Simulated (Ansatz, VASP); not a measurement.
## SnO in VASP and in Ansatz

```
Sn O
1.0
     3.76688    0.00000    0.00000
     0.00000    3.76688    0.00000
     0.00000    0.00000    4.46910
Sn O
2 2
Direct
  0.00000 0.50000 0.24575
  0.50000 0.00000 0.75425
  0.00000 0.00000 0.00000
  0.50000 0.50000 0.00000
```

Alike in both runs: task single point; functional LDA; k mesh 10 × 10 × 8; occupations gaussian, width 0.15 eV; no spin polarisation.

```csv
,VASP,Ansatz
version,VASP 6.6.1,Ansatz 0.2.0
potentials or method,"VASP PAW LDA potentials, release 64 (Sn_d, O), cutoff 520 eV","scalar-relativistic, plane waves, PAW"
valence electrons in the cell,40,40
```

```csv
,VASP,Ansatz,Ansatz less VASP
gap on the k mesh at the Fermi level (eV),none,none,-
pressure (GPa),4.5,4.0,-0.51
"traceless stress, the component that is largest in VASP (GPa)",1.46,1.47,+0.017
rms of the force components (eV/Å),0.352,0.300,-0.0526
```

LDA's correlation is that of Perdew and Zunger in VASP and of Perdew and Wang (1992) in Ansatz. Atom by atom the forces differ by 0.053 eV/Å (rms over components). A gap of «none» marks a metal or a gap that the smearing closes.
